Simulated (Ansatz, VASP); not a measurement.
Two plane-wave programs on AlW3

INCAR

```
PREC     = Accurate       # precision mode
ENCUT    = 520            # plane-wave cutoff, eV
EDIFF    = 1E-6           # SCF threshold, eV
ISMEAR   = 0              # smearing method
SIGMA    = 0.1            # smearing width, eV
LREAL    = False          # projectors in reciprocal space
LASPH    = True           # aspherical terms in the spheres
NELM     = 80             # most SCF steps
ALGO     = Normal         # electronic algorithm
ISIF     = 2              # what is computed and relaxed
LWAVE    = False          # write WAVECAR
LCHARG   = False          # write CHGCAR
GGA      = PE             # functional
NBANDS   = 30             # bands
```

Contents of KPOINTS:

```
regular mesh
0
Gamma
  6 6 2
```

Contents of POSCAR:

```
AlW3
1.0
    3.2262187500      0.0000000000      0.0000000000
    0.0000000000      3.2262187500      0.0000000000
    0.0000000000      0.0000000000      8.1745722000
Al W
1 3
Direct
    0.0000000000      0.0000000000      0.0000000000
    0.5000000000      0.5000000000      0.7661913000
    0.0000000000      0.0000000000      0.5000000000
    0.5000000000      0.5000000000      0.2338087000
```

Input for Ansatz:

```yaml
crystal:
  lattice:
    - [3.22621875, 0.0, 0.0]
    - [0.0, 3.22621875, 0.0]
    - [0.0, 0.0, 8.1745722]
  atoms:
    - { symbol: Al, position: [0.0, 0.0, 0.0] }
    - { symbol: W, position: [0.5, 0.5, 0.7661913] }
    - { symbol: W, position: [0.0, 0.0, 0.5] }
    - { symbol: W, position: [0.5, 0.5, 0.2338087] }
basis:
  ecutwfc: 420
kpoints:
  mp_grid: { grid: [6, 6, 2] }
hamiltonian:
  xc: pbe
scf:
  occupations: { method: gaussian, width: 0.1 }
  lower_state_search: "off"
output:
  forces: true
  stress: true
  eigenvalues: true
```

Change from the starting cell: species swapped into the Tb3Mg type (P4/mmm, No. 123).

Alike in both runs: task single point; functional PBE; k mesh 6 × 6 × 2; occupations gaussian, width 0.1 eV; no spin polarisation.

|  | VASP | Ansatz |
| --- | --- | --- |
| version | VASP 6.6.1 | Ansatz 0.2.0 |
| potentials or method | VASP PAW PBE potentials, release 64 (Al, W_sv), cutoff 520 eV | scalar-relativistic, plane waves, PAW |
| valence electrons in the cell | 45 | 45 |

```tsv
	VASP	Ansatz	Ansatz less VASP
gap on the k mesh at the Fermi level (eV)	none	none	-
rms of the force components (eV/Å)	0.562	0.564	+0.0019
```

Atom by atom the forces differ by 0.002 eV/Å (rms over components). A gap of «none» marks a metal or a gap that the smearing closes. With one functional, cell and mesh, what is left measures potentials, basis and numerics.

The k mesh is coarse, so the values compare programs but aren't converged. Spin-orbit coupling is off throughout.
